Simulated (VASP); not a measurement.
Runs of VASP 6.6.1 on Rh. The structure is that of space group Fm-3m (No. 225), or close to it. The cells are those of the table. 

| task | level | potentials or basis | cell | cutoff (eV) | second run | gap on the mesh (eV) | pressure (GPa) |
| --- | --- | --- | --- | --- | --- | --- | --- |
| single point | PBEsol | VASP PAW PBE potentials, release 64 (Rh_pv) | a = 2.673 Å, angles 60.0°, 1 atom | 520 | - | none | -0.2 |
| relaxation of cell and atoms | PBEsol | VASP PAW PBE potentials, release 64 (Rh_pv) | relaxed from a = 2.684 Å, angles 60.0°, 1 atom | 600 | - | none | 0.0 |
| single point | r2SCAN | VASP PAW PBE potentials, release 64 (Rh_pv) | a = 2.673 Å, angles 60.0°, 1 atom | 520 | - | none | (a) |
| single point | r2SCAN | VASP PAW PBE potentials, release 64 (Rh_sv_GW) | a = 2.673 Å, angles 60.0°, 1 atom | 580 | valence_matched | none | 3.0 |

Alike in all rows: no spin polarisation; k mesh 18 × 18 × 18; smearing gaussian 0.1 eV.

**Question.** Fill in the values left out.

**Answer.** (a) 5.9.

Caveats: the PAW data sets were made with another functional, which shifts forces and pressure a little.

A k mesh can miss the band edges, and the runs leave out spin-orbit coupling on Rh.

A gap of «none» marks levels without a gap at the run's occupations.

The runs don't all hold the same shells in valence.
